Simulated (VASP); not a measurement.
# Pd (Fm-3m) in VASP: further runs

Runs on Pd. Level: HSE06. Tasks: single point.

All numbers are computed with VASP 6.6.1; they aren't measurements. Logs are shortened: lines on timing, memory, paths and dates and some standing lists are left out, and cuts for length are marked.

## 1. The cell of the first run

It takes space group Fm-3m (No. 225, cubic). Conventional cell: a = 3.992 Å, b = 3.992 Å, c = 3.992 Å, α = 90.00°, β = 90.00°, γ = 90.00°. Within 3.7 Å of Pd (site symmetry m-3m) lie 12 Pd at 2.82 Å.

## 2. Single point, HSE06

File POSCAR:

```
Pd
1.0
    0.0000000000      1.9959240255      1.9959240255
    1.9959240255      0.0000000000      1.9959240255
    1.9959240255      1.9959240255      0.0000000000
Pd
1
Direct
    0.0000000000      0.0000000000      0.0000000000
```

File INCAR.step1:

```
SYSTEM = Pd
ALGO = Normal
EDIFF = 1E-5
ENCUT = 520
GGA = PE
ISIF = 2
ISMEAR = -1
LASPH = .TRUE.
LREAL = .FALSE.
LWAVE = .TRUE.
NBANDS = 11
NELM = 80
PREC = Accurate
SIGMA = 0.1
```

File INCAR.step2:

```
SYSTEM = Pd
ALGO = Normal
EDIFF = 1E-6
ENCUT = 520
GGA = PE
HFSCREEN = 0.2079
ISIF = 2
ISMEAR = -1
ISTART = 1
LASPH = .TRUE.
LCHARG = .TRUE.
LELF = .TRUE.
LHFCALC = .TRUE.
LREAL = .FALSE.
LVHAR = .TRUE.
LWAVE = .FALSE.
NBANDS = 11
NELM = 80
PREC = Accurate
PRECFOCK = Normal
SIGMA = 0.1
```

File KPOINTS:

```
k-points
0
G
  6 6 6
  0 0 0
```

Potentials or basis: VASP PAW PBE potentials, release 64 (Pd).

On the command line:

```sh
$ cat potpaw_PBE.64/Pd/POTCAR > POTCAR
$ cp INCAR.step1 INCAR
$ mpirun -np 1 vasp_std > vasp.out
$ cp INCAR.step2 INCAR
$ mpirun -np 1 vasp_std > vasp.out
```

OUTCAR:

```text
SYSTEM = Pd
   EDIFF = 1E-6
   ENCUT = 520
   GGA = PE
   HFSCREEN = 0.2079
   ISIF = 2
   ISMEAR = -1
   ISTART = 1
   LASPH = .TRUE.
   LHFCALC = .TRUE.
   LREAL = .FALSE.
   NELM = 80
   PREC = Accurate
   PRECFOCK = Normal

 ion  position               nearest neighbor table
   1  0.000  0.000  0.000-

  LATTYP: Found a face centered cubic cell.
 ALAT       =     3.9918480510

  Lattice vectors:

 A1 = (   0.0000000000,   1.9959240255,   1.9959240255)
 A2 = (   1.9959240255,   0.0000000000,   1.9959240255)
 A3 = (   1.9959240255,   1.9959240255,   0.0000000000)

Analysis of symmetry for initial positions (statically):
=====================================================================
 Subroutine PRICEL returns:
 Original cell was already a primitive cell.

 Routine SETGRP: Setting up the symmetry group for a
 face centered cubic supercell.

 Subroutine GETGRP returns: Found 48 space group operations
 (whereof 48 operations were pure point group operations)
 out of a pool of 48 trial point group operations.

The static configuration has the point symmetry O_h .

Analysis of symmetry for dynamics (positions and initial velocities):
=====================================================================
 Subroutine PRICEL returns:
 Original cell was already a primitive cell.

 Routine SETGRP: Setting up the symmetry group for a
 face centered cubic supercell.

 Subroutine GETGRP returns: Found 48 space group operations
 (whereof 48 operations were pure point group operations)
 out of a pool of 48 trial point group operations.

The dynamic configuration has the point symmetry O_h .

 Subroutine INISYM returns: Found 48 space group operations
 (whereof 48 operations are pure point group operations),
 and found     1 'primitive' translations

----------------------------------------------------------------------------------------

                                     Primitive cell

  volume of cell :      15.9024

  direct lattice vectors                    reciprocal lattice vectors
     0.000000000  1.995924025  1.995924025    -0.250510537  0.250510537  0.250510537
     1.995924025  0.000000000  1.995924025     0.250510537 -0.250510537  0.250510537
     1.995924025  1.995924025  0.000000000     0.250510537  0.250510537 -0.250510537

  length of vectors
     2.822662826  2.822662826  2.822662826     0.433896978  0.433896978  0.433896978

  position of ions in fractional coordinates (direct lattice)
     0.000000000  0.000000000  0.000000000

  ion indices of the primitive-cell ions
   primitive index   ion index
                 1           1

----------------------------------------------------------------------------------------

 KPOINTS: k-points

Automatic generation of k-mesh.
 Grid dimensions read from file:
 generate k-points for:    6    6    6

 Generating k-lattice:

  Cartesian coordinates                     Fractional coordinates (reciprocal lattice)
    -0.041751756  0.041751756  0.041751756     0.166666667  0.000000000  0.000000000
     0.041751756 -0.041751756  0.041751756     0.000000000  0.166666667  0.000000000
     0.041751756  0.041751756 -0.041751756     0.000000000  0.000000000  0.166666667

  Length of vectors
     0.072316163  0.072316163  0.072316163

  Shift w.r.t. Gamma in fractional coordinates (k-lattice)
     0.000000000  0.000000000  0.000000000

 Subroutine IBZKPT returns following result:
 ===========================================

 Found     16 irreducible k-points:

 Following reciprocal coordinates:
            Coordinates               Weight
  0.000000  0.000000  0.000000      1.000000
  0.166667  0.000000  0.000000      8.000000
  0.333333  0.000000  0.000000      8.000000
  0.500000  0.000000  0.000000      4.000000
  0.166667  0.166667  0.000000      6.000000
  0.333333  0.166667  0.000000     24.000000
[... 8 lines left out ...]
 -0.333333  0.333333  0.166667     24.000000
 -0.333333  0.500000  0.166667     12.000000
   k-points           NKPTS =     16   k-points in BZ     NKDIM =    216   number of bands    NBANDS=     11
   number of dos      NEDOS =    301   number of ions     NIONS =      1
   total plane-waves  NPLWV =  13824
   dimension x,y,z NGX =    24 NGY =   24 NGZ =   24
   dimension x,y,z NGXF=    48 NGYF=   48 NGZF=   48
   ions per type =               1
   NGX,Y,Z   is equivalent  to a cutoff of  14.14, 14.14, 14.14 a.u.
   NGXF,Y,Z  is equivalent  to a cutoff of  28.27, 28.27, 28.27 a.u.
 SYSTEM =  Pd
   PREC   = accura    normal or accurate (medium, high low for compatibility)
   ISTART =      1    job   : 0-new  1-cont  2-samecut
   ICHARG =      0    charge: 1-file 2-atom 10-const
   ISPIN  =      1    spin polarized calculation?
   LNONCOLLINEAR =      F non collinear calculations
   LSORBIT =      F    spin-orbit coupling
   LASPH  =      T    aspherical Exc in radial PAW
   ENCUT  =  520.0 eV  38.22 Ry    6.18 a.u.   5.25  5.25  5.25*2*pi/ulx,y,z
   NELM   =     80;   NELMIN=  2; NELMDL=  0     # of ELM steps
   EDIFF  = 0.1E-05   stopping-criterion for ELM
   LREAL  =      F    real-space projection
   EDIFFG = 0.1E-04   stopping-criterion for IOM
   NSW    =      0    number of steps for IOM
   IBRION =     -1    ionic relax: 0-MD 1-quasi-New 2-CG
   NFREE  =      0    steps in history (QN), initial steepest desc. (CG)
   ISIF   =      2    stress and relaxation
   ISYM   =      3    0-nonsym 1-usesym 2-fastsym
   POTIM  = 0.5000    time-step for ionic-motion
   TEBEG  =    0.0;   TEEND  =   0.0 temperature during run
   PSTRESS=    0.0 pullay stress
   NELECT =      10.0000    total number of electrons
   NUPDOWN=      -1.0000    fix difference up-down
   EMIN   =  10.00;   EMAX   =-10.00  energy-range for DOS
   EFERMI =   0.00;   METHOD = LEGACY
   ISMEAR =    -1;   SIGMA  =   0.10  broadening in eV -4-tet -1-fermi 0-gaus
   EFERMI_NEDOS =   21; number of points for ismear=-14 and -15
   IALGO  =     38    algorithm
   IMIX   =      1    mixing-type and parameters
     AMIX     =   0.40;   BMIX     =  1.00
     AMIX_MAG =   1.60;   BMIX_MAG =  1.00
  volume/ion in A,a.u.               =      15.90       107.31
  Fermi-wavevector in a.u.,A,eV,Ry     =   1.402558  2.650450 26.764958  1.967169
  Thomas-Fermi vector in A             =   2.525308
   LORBIT       =      0    0 simple, 1 ext, 2 COOP (PROOUT), +10 PAW based schemes
   GGA     = PE    functional components
   LHFCALC =     T    Hartree Fock is set to
   PRECFOCK=normal    Normal, Fast or Accurate (Low or Medium for compatibility)
   ENCUT4O =  -1.0   cutoff for four orbital integrals eV
   NKREDX  =     1    reduce k-point grid by
   NKREDY  =     1    reduce k-point grid by
   NKREDZ  =     1    reduce k-point grid by
   AEXX    =    0.2500 exact exchange contribution
   HFSCREEN=    0.2079 screening length (either q_TF or 0.3 A-1)
   HFSCREENC=   0.2079 screening length for correlation (either q_TF or 0.3 A-1)
   ENCUTFOCK=  -1.0 apply spherical cutoff to Coloumb kernel
   IVDW    =     0    specifies the selected vdW correction
   LEPSILON=     F    determine dielectric tensor
   LRPA    =     F    only Hartree local field effects (RPA)
 non-spin polarized calculation
  energy-cutoff  :      520.00
  volume of cell :       15.90
 maximum number of plane-waves:       444
 NGX is ok and might be reduce to    24
  NGX = 16; NGY = 16; NGZ = 16

 number of electron      10.0000001 magnetization

 Free energy of the ion-electron system (eV)
  ---------------------------------------------------
  ext. energy  EPLUGINS =         0.00000000
  ---------------------------------------------------
  free energy    TOTEN  =        -5.95546490 eV

  energy without entropy =       -5.89367605  energy(sigma->0) =       -5.92457047

 E-fermi :   7.7664     XC(G=0): -10.3608

 val. band max:        7.7062009243   @ k =   0.5000   0.1667   0.0000
 cond. band min:       7.8865072561   @ k =   0.5000   0.3333   0.0000
 fundamental gap:      0.1803063319
 Fermi energy:         7.7664105657

 k-point     1 :       0.0000    0.0000    0.0000
  band No.  band energies     occupation
      1       1.0004      2.00000
      2       4.8302      2.00000
      3       4.8302      2.00000
      4       4.8302      2.00000
      5       6.1878      2.00000
      6       6.1878      2.00000
      7      26.5131      0.00000
      8      31.0633      0.00000
      9      31.0633      0.00000
     10      31.0633      0.00000
     11      35.9305      0.00000

 k-point     2 :       0.1667    0.0000    0.0000
  band No.  band energies     occupation
      1       1.9738      2.00000
      2       4.6702      2.00000
      3       5.0779      2.00000
      4       5.0779      2.00000
      5       6.1746      2.00000
      6       6.1746      2.00000
      7      26.2139      0.00000
      8      27.7181      0.00000
      9      31.9340      0.00000
     10      31.9340      0.00000
     11      35.1207      0.00000

 k-point     3 :       0.3333    0.0000    0.0000
  band No.  band energies     occupation
      1       2.7354      2.00000
      2       4.9063      2.00000
      3       4.9063      2.00000
      4       6.5872      1.99998
      5       6.9986      1.99907
      6       6.9987      1.99907
      7      20.2213      0.00000
      8      26.6990      0.00000
      9      31.5931      0.00000
     10      31.5931      0.00000
     11      35.1926      0.00000

 k-point     4 :       0.5000    0.0000    0.0000
  band No.  band energies     occupation
      1       2.5547      2.00000
      2       4.6972      2.00000
      3       4.6972      2.00000
      4       7.6480      1.53131
      5       7.6480      1.53129
      6       9.6803      0.00000
      7      15.9550      0.00000
      8      25.7973      0.00000
      9      30.0386      0.00000
     10      30.0386      0.00000
     11      35.8856      0.00000

 k-point     5 :       0.1667    0.1667    0.0000
  band No.  band energies     occupation
      1       2.2993      2.00000
      2       4.2130      2.00000
      3       5.4565      2.00000
      4       5.4565      2.00000
      5       5.7113      2.00000
      6       6.4685      2.00000
      7      27.6471      0.00000
      8      28.5309      0.00000
      9      29.3166      0.00000
     10      29.3166      0.00000
     11      36.1252      0.00000
[... 99 lines left out ...]
 k-point    13 :       0.5000    0.5000    0.0000
  band No.  band energies     occupation
      1       2.3073      2.00000
      2       2.6528      2.00000
      3       7.3811      1.95847
      4       8.1769      0.03245
      5       8.1769      0.03245
      6      12.1222      0.00000
      7      19.3719      0.00000
      8      22.1650      0.00000
      9      22.1650      0.00000
     10      30.1917      0.00000
     11      30.2977      0.00000

 k-point    14 :       0.5000    0.3333    0.1667
  band No.  band energies     occupation
      1       3.6943      2.00000
      2       3.7573      2.00000
      3       4.7879      2.00000
      4       6.4985      1.99999
      5       7.0342      1.99868
      6      10.9427      0.00000
      7      21.6054      0.00000
      8      21.8361      0.00000
      9      25.1648      0.00000
     10      32.3882      0.00000
     11      33.3091      0.00000

 k-point    15 :      -0.3333    0.3333    0.1667
  band No.  band energies     occupation
      1       3.6710      2.00000
      2       3.9284      2.00000
      3       4.8489      2.00000
      4       6.0428      2.00000
      5       7.6886      1.37038
      6      15.1025      0.00000
      7      16.3875      0.00000
      8      22.4615      0.00000
      9      22.9039      0.00000
     10      31.7034      0.00000
     11      35.2205      0.00000

 k-point    16 :      -0.3333    0.5000    0.1667
  band No.  band energies     occupation
      1       3.0136      2.00000
      2       3.4453      2.00000
      3       5.7511      2.00000
      4       6.5736      1.99999
      5       8.1640      0.03683
      6      15.3698      0.00000
      7      19.2548      0.00000
      8      19.8382      0.00000
      9      20.6204      0.00000
     10      32.4445      0.00000
     11      34.8485      0.00000

------------------------ aborting loop because EDIFF is reached ----------------------------------------

  FORCE on cell =-STRESS in cart. coord.  units (eV):
  Direction    XX          YY          ZZ          XY          YZ          ZX
  --------------------------------------------------------------------------------------
  -------------------------------------------------------------------------------------
  Total       -0.9466769     -0.9466769     -0.9466769      0.0000000      0.0000000     -0.0000000
  in kB      -95.3784733    -95.3784733    -95.3784733      0.0000000      0.0000000     -0.0000000
  external PRESSURE =     -95.3784733 kB  Pullay stress =       0.0000000 kB

 VOLUME and BASIS-vectors are now :
 -----------------------------------------------------------------------------
  energy-cutoff  :      520.00
  volume of cell :       15.90
      direct lattice vectors                 reciprocal lattice vectors
     0.000000000  1.995924025  1.995924025    -0.250510537  0.250510537  0.250510537
     1.995924025  0.000000000  1.995924025     0.250510537 -0.250510537  0.250510537
     1.995924025  1.995924025  0.000000000     0.250510537  0.250510537 -0.250510537

 POSITION                                       TOTAL-FORCE (eV/Angst)
 -----------------------------------------------------------------------------------
      0.00000      0.00000      0.00000        -0.000000      0.000000      0.000000
 -----------------------------------------------------------------------------------
    total drift:                                0.000009      0.000008      0.000071

  FREE ENERGIE OF THE ION-ELECTRON SYSTEM (eV)
  ---------------------------------------------------
  free  energy   TOTEN  =        -5.9554648995 eV

  energy  without entropy=       -5.8936760481  energy(sigma->0) =       -5.92457047
```

It took 3.9 min on 1 thread of Intel Xeon Platinum 8488C (Sapphire Rapids), shared host; peak memory 0.24 GiB.

Results:

| Quantity | Value |
| --- | --- |
| Free energy | -5.9555 eV |
| Pressure | -9.5 GPa |
| Band gap on the k mesh | zero (bands 5 and 6 overlap by 2.00 eV) |

Caveat: the k points lie up to 0.45 Å⁻¹ apart, too coarse for converged energies and pressures of a metal; the PAW data sets were made with another functional, which shifts forces and pressure a little.

## 3. Single point, HSE06

POSCAR is that of step 2.

File INCAR.step1:

```
  PREC = Accurate
  ENCUT = 520
  EDIFF = 1E-5
  ISMEAR = -1
  SIGMA = 0.1
  LREAL = False
  LASPH = True
  NELM = 100
  ALGO = Normal
  ISIF = 2
  LWAVE = True
  GGA = PE
  NBANDS = 11
```

File INCAR.step2:

```
  PREC = Accurate
  ENCUT = 520
  EDIFF = 1E-7
  ISMEAR = -1
  SIGMA = 0.1
  LREAL = False
  LASPH = True
  NELM = 100
  ALGO = Normal
  ISIF = 2
  LWAVE = False
  LCHARG = True
  GGA = PE
  LHFCALC = True
  HFSCREEN = 0.2079
  PRECFOCK = Normal
  LELF = True
  LVHAR = True
  ISTART = 1
  NBANDS = 11
```

File KPOINTS:

```
Automatic mesh
0
Gamma
  6 6 6
```

Potentials or basis: VASP PAW PBE potentials, release 64 (Pd).

On the command line:

```sh
$ cat potpaw_PBE.64/Pd/POTCAR > POTCAR
$ cp INCAR.step1 INCAR
$ mpirun -np 1 vasp_std > vasp.out
$ cp INCAR.step2 INCAR
$ mpirun -np 1 vasp_std > vasp.out
```

Run time: 6.6 min. Hardware: 1 thread of Intel Xeon Platinum 8488C (Sapphire Rapids), shared host; peak memory 0.24 GiB.

Results (log left out):

```
Free energy            : -5.9555 eV
Pressure               : -9.5 GPa
Band gap on the k mesh : zero (bands 5 and 6 overlap by 2.00 eV)
```

Levels at points of the mesh, in eV from the Fermi level:
```
           k point  band 3  band 4  band 5  band 6  band 7  band 8
(0.00, 0.00, 0.00)   -2.94   -2.94   -1.58   -1.58   18.75   23.30
(0.50, 0.00, 0.00)   -3.07   -0.12   -0.12    1.91    8.19   18.03
(0.50, 0.50, 0.00)   -0.39    0.41    0.41    4.36   11.61   14.40
```

Caveat: the k points lie up to 0.45 Å⁻¹ apart, too coarse for converged energies and pressures of a metal; the PAW data sets were made with another functional, which shifts forces and pressure a little.

The gap in the log of VASP goes by the Fermi energy; the results here count the filled bands.